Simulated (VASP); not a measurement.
## Mo: single point with PBE

The system is Mo.

```
Mo
1.0
    -2.00387    2.00387    1.05129
     2.00387   -2.00387    1.05129
     2.00387    2.00387   -1.05129
Mo
2
Direct
  0.62500 0.87500 0.75000
  0.37500 0.12500 0.25000
```

```
Program             : VASP 6.6.1
Task                : single point
Functional          : PBE
Potentials or basis : VASP PAW PBE potentials, release 64 (Mo_sv)
Cutoff              : 520 eV
k mesh              : 18 × 18 × 18
Occupations         : fermi-dirac, width 0.05 eV
Spin                : no spin polarisation
```

| Item | Value |
| --- | --- |
| Pressure | 595.4 GPa |
| Band gap on the k mesh | zero (bands 14 and 15 overlap by 5.88 eV) |

Stress tensor (GPa, compression positive):
```
594.65   0.00   0.00
  0.00 594.65   0.00
  0.00   0.00 596.91
```

Levels at points of the mesh, in eV from the Fermi level:
```
           k point  band 10  band 11  band 12  band 13  band 14  band 15  band 16  band 17  band 18  band 19
(0.00, 0.00, 0.00)    -9.04    -7.42    -7.06    -6.90     1.63     1.63     2.04     2.04     9.02    12.81
(0.50, 0.00, 0.00)   -10.34    -7.91    -3.78    -3.26    -1.26     1.18     3.99     6.33     7.54    13.11
(0.50, 0.50, 0.00)    -8.18    -5.75    -5.75    -1.58    -1.58     4.37     4.37     5.19     5.19     5.67
(0.50, 0.50, 0.50)    -7.29    -4.87    -4.87     0.14     0.14     1.23     1.23     3.77     3.77     5.69
```

Run time: 100 s on 1 thread of AMD EPYC 9R45 96-Core Processor (Zen 5) (shared host), peak memory 0.22 GiB.

Caveat: atoms lie so close that the PAW spheres overlap strongly, which falsifies energies and pressures; the cell stands under pressure.
